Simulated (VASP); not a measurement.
# BN (I-4m2) in VASP: single point with HSE06

Aim: the single point of BN with HSE06.

Program: VASP 6.6.1. These are calculated values, not measurements. Logs are shortened: lines on timing, memory, paths and dates and some standing lists are left out, and cuts for length are marked.

## 1. The cell of the first run

It takes space group I-4m2 (No. 119, tetragonal). The conventional cell has a = 2.624 Å, b = 2.624 Å, c = 3.566 Å, α = 90.00°, β = 90.00°, γ = 90.00°. Within 2.1 Å of B (site symmetry -4m2) lie 4 N at 1.59 Å. Within 2.1 Å of N (site symmetry -4m2) lie 4 B at 1.59 Å.

## 2. Single point, HSE06 (epitaxial xy strain +2.8%)

File POSCAR:

```
BN
1.0
    0.0000000000      1.8551800797      1.7830556929
    1.8551800797      0.0000000000      1.7830556929
    1.8551800797      1.8551800797      0.0000000000
B N
1 1
Direct
    0.0000000000      0.0000000000      0.0000000000
    0.2500000000      0.2500000000      0.2500000000
```

File INCAR.step1:

```
PREC     = Accurate       # precision mode
ENCUT    = 520            # plane-wave cutoff, eV
EDIFF    = 1E-5           # SCF threshold, eV
ISMEAR   = 0              # smearing method
SIGMA    = 0.01           # smearing width, eV
LREAL    = False          # projectors in reciprocal space
LASPH    = True           # aspherical terms in the spheres
NELM     = 60             # most SCF steps
ALGO     = Normal         # electronic algorithm
ISIF     = 2              # what is computed and relaxed
LWAVE    = True           # write WAVECAR
LCHARG   = False          # write CHGCAR
GGA      = PE             # functional
NBANDS   = 11             # bands
```

File INCAR.step2:

```
PREC     = Accurate       # precision mode
ENCUT    = 520            # plane-wave cutoff, eV
EDIFF    = 1E-6           # SCF threshold, eV
ISMEAR   = 0              # smearing method
SIGMA    = 0.01           # smearing width, eV
LREAL    = False          # projectors in reciprocal space
LASPH    = True           # aspherical terms in the spheres
NELM     = 60             # most SCF steps
ALGO     = Normal         # electronic algorithm
ISIF     = 2              # what is computed and relaxed
LWAVE    = False          # write WAVECAR
LCHARG   = False          # write CHGCAR
GGA      = PE             # functional
LHFCALC  = True           # exact exchange
HFSCREEN = 0.2079         # screening, 1/A
PRECFOCK = Normal       
ISTART   = 1            
NBANDS   = 11             # bands
```

File KPOINTS:

```
regular mesh
0
Gamma
  8 8 8
```

Potentials or basis: VASP PAW PBE potentials, release 64 (B, N).

The run is started by

```
cat potpaw_PBE.64/B/POTCAR potpaw_PBE.64/N/POTCAR > POTCAR
cp INCAR.step1 INCAR
mpirun -np 1 vasp_std > vasp.out
cp INCAR.step2 INCAR
mpirun -np 1 vasp_std > vasp.out
```

OUTCAR:

```text
PREC = Accurate
   ENCUT = 520
   EDIFF = 1E-6
   ISMEAR = 0
   LREAL = False
   LASPH = True
   NELM = 60
   ISIF = 2
   GGA = PE
   LHFCALC = True
   HFSCREEN = 0.2079
   PRECFOCK = Normal
   ISTART = 1

 ion  position               nearest neighbor table
   1  0.000  0.000  0.000-   2 1.59   2 1.59   2 1.59   2 1.59
   2  0.250  0.250  0.250-   1 1.59   1 1.59   1 1.59   1 1.59

  LATTYP: Found a body centered tetragonal cell.
 ALAT       =     2.6236208294
 C/A-ratio  =     1.3592327618

  Lattice vectors:

 A1 = (   0.0000000000,  -1.8551800797,  -1.7830556929)
 A2 = (   0.0000000000,   1.8551800797,  -1.7830556929)
 A3 = (   1.8551800797,   0.0000000000,   1.7830556929)

Analysis of symmetry for initial positions (statically):
=====================================================================
 Subroutine PRICEL returns:
 Original cell was already a primitive cell.

 Routine SETGRP: Setting up the symmetry group for a
 body centered tetragonal supercell.

 Subroutine GETGRP returns: Found  8 space group operations
 (whereof  8 operations were pure point group operations)
 out of a pool of 16 trial point group operations.

The static configuration has the point symmetry D_2d.

Analysis of symmetry for dynamics (positions and initial velocities):
=====================================================================
 Subroutine PRICEL returns:
 Original cell was already a primitive cell.

 Routine SETGRP: Setting up the symmetry group for a
 body centered tetragonal supercell.

 Subroutine GETGRP returns: Found  8 space group operations
 (whereof  8 operations were pure point group operations)
 out of a pool of 16 trial point group operations.

The dynamic configuration has the point symmetry D_2d.

 Subroutine INISYM returns: Found  8 space group operations
 (whereof  8 operations are pure point group operations),
 and found     1 'primitive' translations

----------------------------------------------------------------------------------------

                                     Primitive cell

  volume of cell :      12.2735

  direct lattice vectors                    reciprocal lattice vectors
     0.000000000  1.855180080  1.783055693    -0.269515615  0.269515615  0.280417489
     1.855180080  0.000000000  1.783055693     0.269515615 -0.269515615  0.280417489
     1.855180080  1.855180080  0.000000000     0.269515615  0.269515615 -0.280417489

  length of vectors
     2.573126645  2.573126645  2.623620829     0.473192668  0.473192668  0.473192668

  position of ions in fractional coordinates (direct lattice)
     0.000000000  0.000000000  0.000000000
     0.250000000  0.250000000  0.250000000

  ion indices of the primitive-cell ions
   primitive index   ion index
                 1           1
                 2           2

----------------------------------------------------------------------------------------

 KPOINTS: regular mesh

Automatic generation of k-mesh.
 Grid dimensions read from file:
 generate k-points for:    8    8    8

 Generating k-lattice:

  Cartesian coordinates                     Fractional coordinates (reciprocal lattice)
    -0.033689452  0.033689452  0.035052186     0.125000000  0.000000000  0.000000000
     0.033689452 -0.033689452  0.035052186     0.000000000  0.125000000  0.000000000
     0.033689452  0.033689452 -0.035052186    -0.000000000 -0.000000000  0.125000000

  Length of vectors
     0.059149084  0.059149084  0.059149084

  Shift w.r.t. Gamma in fractional coordinates (k-lattice)
     0.000000000  0.000000000  0.000000000

 Subroutine IBZKPT returns following result:
 ===========================================

 Found     59 irreducible k-points:

 Following reciprocal coordinates:
            Coordinates               Weight
  0.000000  0.000000  0.000000      1.000000
  0.125000 -0.000000  0.000000      8.000000
  0.250000 -0.000000  0.000000      8.000000
  0.375000  0.000000  0.000000      8.000000
  0.500000 -0.000000  0.000000      4.000000
  0.125000  0.125000  0.000000      2.000000
[... 16 lines left out ...]
  0.250000 -0.000000  0.125000     16.000000
  0.375000  0.000000  0.125000     16.000000
 [... further k-points ...]
   k-points           NKPTS =     59   k-points in BZ     NKDIM =    512   number of bands    NBANDS=     11
   number of dos      NEDOS =    301   number of ions     NIONS =      2
   total plane-waves  NPLWV =   8000
   dimension x,y,z NGX =    20 NGY =   20 NGZ =   20
   dimension x,y,z NGXF=    40 NGYF=   40 NGZF=   40
   ions per type =               1   1
   NGX,Y,Z   is equivalent  to a cutoff of  12.92, 12.92, 12.67 a.u.
   NGXF,Y,Z  is equivalent  to a cutoff of  25.84, 25.84, 25.35 a.u.
 SYSTEM =  unknown system
   PREC   = accura    normal or accurate (medium, high low for compatibility)
   ISTART =      1    job   : 0-new  1-cont  2-samecut
   ICHARG =      0    charge: 1-file 2-atom 10-const
   ISPIN  =      1    spin polarized calculation?
   LNONCOLLINEAR =      F non collinear calculations
   LSORBIT =      F    spin-orbit coupling
   LASPH  =      T    aspherical Exc in radial PAW
   ENCUT  =  520.0 eV  38.22 Ry    6.18 a.u.   4.78  4.78  4.88*2*pi/ulx,y,z
   NELM   =     60;   NELMIN=  2; NELMDL=  0     # of ELM steps
   EDIFF  = 0.1E-05   stopping-criterion for ELM
   LREAL  =      F    real-space projection
   EDIFFG = 0.1E-04   stopping-criterion for IOM
   NSW    =      0    number of steps for IOM
   IBRION =     -1    ionic relax: 0-MD 1-quasi-New 2-CG
   NFREE  =      0    steps in history (QN), initial steepest desc. (CG)
   ISIF   =      2    stress and relaxation
   ISYM   =      3    0-nonsym 1-usesym 2-fastsym
   POTIM  = 0.5000    time-step for ionic-motion
   TEBEG  =    0.0;   TEEND  =   0.0 temperature during run
   PSTRESS=    0.0 pullay stress
   NELECT =       8.0000    total number of electrons
   NUPDOWN=      -1.0000    fix difference up-down
   EMIN   =  10.00;   EMAX   =-10.00  energy-range for DOS
   EFERMI =   0.00;   METHOD = LEGACY
   ISMEAR =     0;   SIGMA  =   0.01  broadening in eV -4-tet -1-fermi 0-gaus
   EFERMI_NEDOS =   21; number of points for ismear=-14 and -15
   IALGO  =     38    algorithm
   IMIX   =      1    mixing-type and parameters
     AMIX     =   0.40;   BMIX     =  1.00
     AMIX_MAG =   1.60;   BMIX_MAG =  1.00
  volume/ion in A,a.u.               =       6.14        41.41
  Fermi-wavevector in a.u.,A,eV,Ry     =   1.419436  2.682345 27.412998  2.014799
  Thomas-Fermi vector in A             =   2.540457
   LORBIT       =      0    0 simple, 1 ext, 2 COOP (PROOUT), +10 PAW based schemes
   GGA     = PE    functional components
   LHFCALC =     T    Hartree Fock is set to
   PRECFOCK=normal    Normal, Fast or Accurate (Low or Medium for compatibility)
   ENCUT4O =  -1.0   cutoff for four orbital integrals eV
   NKREDX  =     1    reduce k-point grid by
   NKREDY  =     1    reduce k-point grid by
   NKREDZ  =     1    reduce k-point grid by
   AEXX    =    0.2500 exact exchange contribution
   HFSCREEN=    0.2079 screening length (either q_TF or 0.3 A-1)
   HFSCREENC=   0.2079 screening length for correlation (either q_TF or 0.3 A-1)
   ENCUTFOCK=  -1.0 apply spherical cutoff to Coloumb kernel
   IVDW    =     0    specifies the selected vdW correction
   LEPSILON=     F    determine dielectric tensor
   LRPA    =     F    only Hartree local field effects (RPA)
 non-spin polarized calculation
 Gauss-broadening in eV      SIGMA  =   0.01
  energy-cutoff  :      520.00
  volume of cell :       12.27
 maximum number of plane-waves:       338
  NGX = 16; NGY = 16; NGZ = 16

 number of electron       8.0000001 magnetization

 Free energy of the ion-electron system (eV)
  ---------------------------------------------------
  ext. energy  EPLUGINS =         0.00000000
  ---------------------------------------------------
  free energy    TOTEN  =       -20.26579766 eV

  energy without entropy =      -20.26579766  energy(sigma->0) =      -20.26579766

 E-fermi :   6.4840     XC(G=0): -10.3449

 val. band max:        6.3341376863   @ k =   0.0000   0.0000   0.0000
 cond. band min:      11.3801742175   @ k =   0.5000   0.5000   0.0000
 fundamental gap:      5.0460365312
 Fermi energy:         6.4840085226

 k-point     1 :       0.0000    0.0000    0.0000
  band No.  band energies     occupation
      1     -15.5629      2.00000
      2       5.9700      2.00000
      3       5.9700      2.00000
      4       6.3341      2.00000
      5      16.2700      0.00000
      6      16.5519      0.00000
      7      16.5519      0.00000
      8      17.5542      0.00000
      9      32.0837      0.00000
     10      34.3447      0.00000
     11      35.2482      0.00000

 k-point     2 :       0.1250   -0.0000    0.0000
  band No.  band energies     occupation
      1     -15.1668      2.00000
      2       4.1107      2.00000
      3       5.5485      2.00000
      4       5.8682      2.00000
      5      16.5285      0.00000
      6      17.1001      0.00000
      7      17.1160      0.00000
      8      18.9429      0.00000
      9      31.5741      0.00000
     10      31.6264      0.00000
     11      32.7253      0.00000

 k-point     3 :       0.2500   -0.0000    0.0000
  band No.  band energies     occupation
      1     -14.0202      2.00000
      2       0.2951      2.00000
      3       4.7038      2.00000
      4       5.1471      2.00000
      5      16.8404      0.00000
      6      17.9770      0.00000
      7      18.1889      0.00000
      8      21.2224      0.00000
      9      30.6564      0.00000
     10      30.8754      0.00000
     11      31.7682      0.00000

 k-point     4 :       0.3750    0.0000    0.0000
  band No.  band energies     occupation
      1     -12.3441      2.00000
      2      -3.3489      2.00000
      3       4.0183      2.00000
      4       4.5717      2.00000
      5      17.0347      0.00000
      6      18.1920      0.00000
      7      18.8039      0.00000
      8      22.6474      0.00000
      9      30.6896      0.00000
     10      32.7977      0.00000
     11      32.8940      0.00000
[... 239 lines left out ...]
 k-point    22 :       0.1250    0.0000    0.1250
  band No.  band energies     occupation
      1     -15.0498      2.00000
      2       4.6022      2.00000
      3       4.9022      2.00000
      4       5.1918      2.00000
      5      15.7957      0.00000
      6      17.6446      0.00000
      7      18.3097      0.00000
      8      18.8707      0.00000
      9      27.9200      0.00000
     10      33.1573      0.00000
     11      36.1035      0.00000

 k-point    23 :       0.2500   -0.0000    0.1250
  band No.  band energies     occupation
      1     -14.1667      2.00000
      2       1.6363      2.00000
      3       4.1147      2.00000
      4       4.5448      2.00000
      5      15.9939      0.00000
      6      18.4787      0.00000
      7      19.4455      0.00000
      8      20.3870      0.00000
      9      26.7765      0.00000
     10      33.3860      0.00000
     11      34.5383      0.00000

 k-point    24 :       0.3750    0.0000    0.1250
  band No.  band energies     occupation
      1     -12.6522      2.00000
      2      -1.9700      2.00000
      3       3.4092      2.00000
      4       3.7654      2.00000
      5      16.6898      0.00000
      6      18.6680      0.00000
      7      20.0761      0.00000
      8      21.7678      0.00000
      9      28.1954      0.00000
     10      33.1074      0.00000
     11      34.9654      0.00000

 [... further k-points ...]

------------------------ aborting loop because EDIFF is reached ----------------------------------------

  FORCE on cell =-STRESS in cart. coord.  units (eV):
  Direction    XX          YY          ZZ          XY          YZ          ZX
  --------------------------------------------------------------------------------------
  -------------------------------------------------------------------------------------
  Total       -2.0880348     -2.0880348     -0.2987202      0.0000000     -0.0000000      0.0000000
  in kB     -272.5720167   -272.5720167    -38.9949227      0.0000000     -0.0000000      0.0000000
  external PRESSURE =    -194.7129854 kB  Pullay stress =       0.0000000 kB

 VOLUME and BASIS-vectors are now :
 -----------------------------------------------------------------------------
  energy-cutoff  :      520.00
  volume of cell :       12.27
      direct lattice vectors                 reciprocal lattice vectors
     0.000000000  1.855180080  1.783055693    -0.269515615  0.269515615  0.280417489
     1.855180080  0.000000000  1.783055693     0.269515615 -0.269515615  0.280417489
     1.855180080  1.855180080  0.000000000     0.269515615  0.269515615 -0.280417489

 POSITION                                       TOTAL-FORCE (eV/Angst)
 -----------------------------------------------------------------------------------
      0.00000      0.00000      0.00000         0.000000      0.000000     -0.000000
      0.92759      0.92759      0.89153        -0.000000     -0.000000      0.000000
 -----------------------------------------------------------------------------------
    total drift:                                0.000001      0.000001     -0.000002

  FREE ENERGIE OF THE ION-ELECTRON SYSTEM (eV)
  ---------------------------------------------------
  free  energy   TOTEN  =       -20.2657976565 eV

  energy  without entropy=      -20.2657976565  energy(sigma->0) =      -20.26579766
```

Wall time 18 min (1 thread of Intel Xeon Platinum 8488C (Sapphire Rapids), shared host); peak memory 0.23 GiB.

What came out:

```
Free energy            : -20.2658 eV
Pressure               : -19.5 GPa
Band gap on the k mesh : 5.05 eV (least direct gap 9.94 eV)
```

Caveat: the cell differs from its parent crystal (epitaxial xy strain +2.8%); the stress differs along the axes, from -27 to -4 GPa; the PAW data sets were made with another functional, which shifts forces and pressure a little.
